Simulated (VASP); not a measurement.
A run of VASP 6.6.1:

The input INCAR:

```
SYSTEM = TiN
  PREC = Accurate
  ENCUT = 520
  EDIFF = 1E-7
  ISMEAR = -1
  SIGMA = 0.08
  LREAL = .False.
  LASPH = .True.
  NELM = 60
  ALGO = Normal
  ISIF = 2
  LWAVE = .False.
  LCHARG = .True.
  LDIPOL = .True.
  IDIPOL = 3
  DIPOL = 0.5 0.5 0.500
  GGA = PE
  LELF = .True.
  LVHAR = .True.
  LVACPOTAV = .True.
  NBANDS = 34
```

File KPOINTS:

```
Automatic mesh
0
Gamma
  12 12 1
  0 0 0
```

File POSCAR:

```
TiN
1.0
    3.0032769428      0.0000000000      0.0000000000
    0.0000000000      3.0032769428      0.0000000000
    0.0000000000      0.0000000000     20.2473000000
Ti N
3 3
Direct
    0.2500000000      0.2500000000      0.4017104715
    0.7500000000      0.7500000000      0.5000000149
    0.2500000000      0.2500000000      0.5982895181
    0.7500000000      0.7500000000      0.3918382137
    0.2500000000      0.2500000000      0.4999999981
    0.7500000000      0.7500000000      0.6081617838
```

Potentials or basis: VASP PAW PBE potentials, release 64 (Ti_sv, N).

Command:

```console
$ cat potpaw_PBE.64/Ti_sv/POTCAR potpaw_PBE.64/N/POTCAR > POTCAR
$ mpirun -np 1 vasp_std > vasp.out
```

Hardware: 1 thread of Intel(R) Xeon(R) 6975P-C (Granite Rapids), on a shared host.

Estimate the wall time of this run.

It took 2.7 min on 1 thread of Intel(R) Xeon(R) 6975P-C (Granite Rapids), with other jobs on the host, peak memory 0.35 GiB. Counts: scf iterations 27, k points 28.
